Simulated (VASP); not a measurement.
Wanted: the native input for a VASP 6.6.1 run.

- Task: relaxation of cell and atoms
- Functional: PBE
- Potentials or basis: VASP PAW PBE potentials, release 64 (Mg, Si)
- Cutoff: 600 eV
- k mesh: 6 × 6 × 6
- Occupations: gaussian, width 0.1 eV
- Spin: no spin polarisation
- Dipole correction: no
- Further INCAR settings: ALGO = Normal; EDIFF = 1e-07; IBRION = 2; EDIFFG = -0.01; NSW = 100; ISIF = 3

The structure of Mg2Si3 lies in POSCAR:

```
Mg2Si3
1.0
    3.0396949743      1.7549687117      7.3453829023
   -3.0396949743      1.7549687117      7.3453829023
    0.0000000000     -3.5099374234      7.3453829023
Mg Si
4 6
Direct
    0.3627455607      0.3627455607      0.3627455607
    0.1372544393      0.1372544393      0.1372544393
    0.6372544393      0.6372544393      0.6372544393
    0.8627455607      0.8627455607      0.8627455607
    0.4770671348      0.0229328652      0.2500000000
    0.2500000000      0.4770671348      0.0229328652
    0.0229328652      0.2500000000      0.4770671348
    0.5229328652      0.9770671348      0.7500000000
    0.7500000000      0.5229328652      0.9770671348
    0.9770671348      0.7500000000      0.5229328652
```

The input as run:

INCAR

```
ALGO = Normal
EDIFF = 1E-7
EDIFFG = -0.01
ENCUT = 600
GGA = PE
IBRION = 2
ISIF = 3
ISMEAR = 0
LASPH = True
LCHARG = False
LREAL = False
LWAVE = False
NELM = 60
NSW = 100
PREC = Accurate
SIGMA = 0.1
```

KPOINTS

```
k-points
0
Gamma
  6 6 6
```

Potentials or basis: VASP PAW PBE potentials, release 64 (Mg, Si).

Run with:

```sh
$ cat potpaw_PBE.64/Mg/POTCAR potpaw_PBE.64/Si/POTCAR > POTCAR
$ mpirun -np 1 vasp_std > vasp.out
```

Results of the run:

* Relaxed volume: 23.72 Å³/atom
* Relaxed cell: a = 8.245 Å, b = 8.245 Å, c = 8.245 Å, α = 43.09°, β = 43.09°, γ = 43.09°
* Space group after relaxing (to 0.1 Å): R-3c (No. 167)
* Energy gained by relaxing: 1.2 meV/atom
* Ionic steps: 13
* Pressure after relaxing: 0.0 GPa
* Largest force after relaxing: 0.005 eV/Å
* Band gap on the k mesh: zero (bands 16 and 17 overlap by 0.33 eV)

Wall time 36 min on 1 thread of Intel(R) Xeon(R) 6975P-C (Granite Rapids), with other jobs on the host, peak memory 0.84 GiB.
